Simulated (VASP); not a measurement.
A run of VASP 6.6.1 is set up as follows.

INCAR

```
PREC     = Accurate       # precision mode
ENCUT    = 520            # plane-wave cutoff, eV
EDIFF    = 1E-7           # SCF threshold, eV
ISMEAR   = 0              # smearing method
SIGMA    = 0.01           # smearing width, eV
LREAL    = F              # projectors in reciprocal space
LASPH    = T              # aspherical terms in the spheres
NELM     = 60             # most SCF steps
ALGO     = Normal         # electronic algorithm
ISIF     = 2              # what is computed and relaxed
LWAVE    = F              # write WAVECAR
LCHARG   = F              # write CHGCAR
GGA      = CA             # functional
NBANDS   = 11             # bands
```

File KPOINTS:

```
regular mesh
0
Gamma
  8 8 8
```

The input POSCAR:

```
SiC
1.0
    0.0000000000      2.1644853731      2.1644853731
    2.1644853731      0.0000000000      2.1644853731
    2.1644853731      2.1644853731      0.0000000000
Si C
1 1
Direct
    0.0000000000      0.0000000000      0.0000000000
    0.7500000000      0.7500000000      0.7500000000
```

Potentials or basis: VASP PAW LDA potentials, release 64 (Si, C).

Run with:

```bash
$ cat potpaw_LDA.64/Si/POTCAR potpaw_LDA.64/C/POTCAR > POTCAR
$ mpirun -np 1 vasp_std > vasp.out
```

(1) Estimate the pressure.

(2) What does it give for the band gap on the k mesh?

## Answers

(1) 0.4 GPa.

(2) 1.29 eV, indirect (least direct gap 4.52 eV).

**Experimental background.**

From “Insight into the structural, elastic and electronic properties of a new orthorhombic 6O-SiC polytype”, 2020, pmc:7200658, for a bulk crystal of SiC: band gap 2.4 eV (indirect).

Against the measured gap of SiC, 2.4 eV (indirect; quoted in “Insight into the structural, elastic and electronic properties of a new orthorhombic 6O-SiC polytype”, 2020, pmc:7200658), the calculated 1.29 eV is off by -1.11 eV. The value is that of LDA on a finite k mesh, which can miss the band edges, without temperature or zero-point motion. Semilocal functionals fall short of measured gaps as a rule.
